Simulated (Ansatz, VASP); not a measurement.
# One calculation of Mg2ZnS3, two programs

```
CELL_PARAMETERS angstrom
3.44250 0.00000 0.00000
0.00000 3.52679 0.00000
0.00000 0.00000 9.85582
ATOMIC_POSITIONS crystal
Mg 0.00000 0.00000 0.96924
Mg 0.00000 0.50000 0.63930
Zn 0.50000 0.00000 0.31725
S 0.50000 0.50000 0.85296
S 0.50000 0.50000 0.17456
S 0.50000 0.00000 0.54669
```

Change from the starting cell: species swapped into the Nd2In3Cu type (Pmm2, No. 25).

Alike in both runs: functional PBE; k mesh 10 × 10 × 4; occupations gaussian, width 0.01 eV; no spin polarisation.

Ansatz relaxed the structure, and its values are those at the end. VASP's run is a single point on that final structure, the one shown.

|  | VASP | Ansatz |
| --- | --- | --- |
| version | VASP 6.6.1 | Ansatz 0.2.0 |
| potentials or method | VASP PAW PBE potentials, release 64 (Mg, Zn, S), cutoff 520 eV | scalar-relativistic, plane waves, PAW |
| valence electrons in the cell | 34 | 50 |

|  | VASP | Ansatz | Ansatz less VASP |
| --- | --- | --- | --- |
| gap on the k mesh at the Fermi level (eV) | 0.16 | 0.17 | +0.006 |
| least direct gap on the mesh (eV) | 0.47 | 0.48 | +0.005 |
| pressure (GPa) | -0.1 | 0.0 | +0.10 |
| rms of the force components (eV/Å) | 0.011 | 0.003 | -0.0073 |

VASP's potentials hold 34 valence electrons a cell and Ansatz's 50, so a difference there can come from the potentials and not from the codes.
